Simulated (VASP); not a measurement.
Bi, 1 atom in the cell. It takes space group I4/mmm (No. 139, tetragonal). The conventional cell has a = 3.571 Å, b = 3.571 Å, c = 4.468 Å, α = 90.00°, β = 90.00°, γ = 90.00°. Within 4.4 Å of Bi (site symmetry 4/mmm) lie 12 Bi at 3.37 to 3.57 Å.  This cell differs from its parent crystal: volume 28.489 Å^3 an atom, c/a of the conventional cell 1.2513.

- Program: VASP 6.6.1
- Task: single point
- Functional: PBE
- Dispersion: D3(BJ)
- Potentials or basis: VASP PAW PBE potentials, release 64 (Bi_d)
- Cutoff: 520 eV
- k mesh: 18 × 18 × 18
- Occupations: gaussian, width 0.15 eV
- Spin: no spin polarisation
- Dipole correction: no
- Further INCAR settings: ALGO = Fast; EDIFF = 1e-06; NBANDS = 14

Potentials or basis: VASP PAW PBE potentials, release 64 (Bi_d).

Run with:

```bash
$ cat potpaw_PBE.64/Bi_d/POTCAR > POTCAR
$ mpirun -np 1 vasp_std > vasp.out
```

Hardware: 1 thread of Intel Xeon 6975P-C, with other jobs on the host.

**Question.** Estimate the wall time of this run.

**Answer.** Run time: 2.6 min on 1 thread of Intel Xeon 6975P-C, on a shared host, peak memory 0.3 GiB. Counts: scf iterations 12, k points 480.
